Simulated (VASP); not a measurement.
Write the native input for VASP 6.6.1 that does the following.

```yaml
Task: relaxation of cell and atoms
Functional: PBE
Potentials_or_basis: VASP PAW PBE potentials, release 64 (Mg, Cd, O)
Cutoff: 600 eV
k_mesh: 10 × 10 × 6
Occupations: gaussian, width 0.1 eV
Spin: no spin polarisation
Dipole_correction: no
Further_INCAR_settings: ALGO = Normal; EDIFF = 1e-07; IBRION = 2; EDIFFG = -0.01; NSW = 100; ISIF = 3
```

The structure of MgCd3O lies in POSCAR:

```
MgCd3O
1.0
    4.1005635223      0.0000000000      0.0000000000
    0.0000000000      4.1005635223      0.0000000000
    0.0000000000      0.0000000000      7.6338431488
Mg Cd O
1 3 1
Direct
    0.5000000000      0.5000000000      0.6221183054
    0.5000000000      0.0000000000      0.9104792637
    0.0000000000      0.5000000000      0.9104792637
    0.5000000000      0.5000000000      0.2565504396
    0.0000000000      0.0000000000      1.0671233574
```

The cell was generated, and may not be a known phase.

The input as run:

INCAR

```
SYSTEM = MgCd3O
ALGO = Normal
EDIFF = 1E-7
EDIFFG = -0.01
ENCUT = 600
GGA = PE
GGA_COMPAT = .FALSE.
IBRION = 2
ISIF = 3
ISMEAR = 0
LASPH = .TRUE.
LCHARG = .FALSE.
LREAL = .FALSE.
LWAVE = .FALSE.
NELM = 120
NELMIN = 4
NSW = 100
PREC = Accurate
SIGMA = 0.1
```

KPOINTS

```
k-points
0
G
  10 10 6
  0 0 0
```

Potentials or basis: VASP PAW PBE potentials, release 64 (Mg, Cd, O).

The run is started by

```bash
$ cat potpaw_PBE.64/Mg/POTCAR potpaw_PBE.64/Cd/POTCAR potpaw_PBE.64/O/POTCAR > POTCAR
$ mpirun -np 1 vasp_std > vasp.out
```

It gave:

* Relaxed volume: 25.56 Å³/atom
* Relaxed cell: a = 4.102 Å, b = 4.102 Å, c = 7.594 Å, α = 90.00°, β = 90.00°, γ = 90.00°
* Space group after relaxing (to 0.1 Å): P4mm (No. 99)
* Energy gained by relaxing: 1.1 meV/atom
* Ionic steps: 10
* Pressure after relaxing: 0.0 GPa
* Largest force after relaxing: 0.007 eV/Å
* Band gap on the k mesh: zero (bands 22 and 23 overlap by 1.52 eV)

Run time: 15 min on 1 thread of AMD EPYC 9R45 96-Core Processor (Zen 5), with other jobs on the host, peak memory 0.49 GiB.
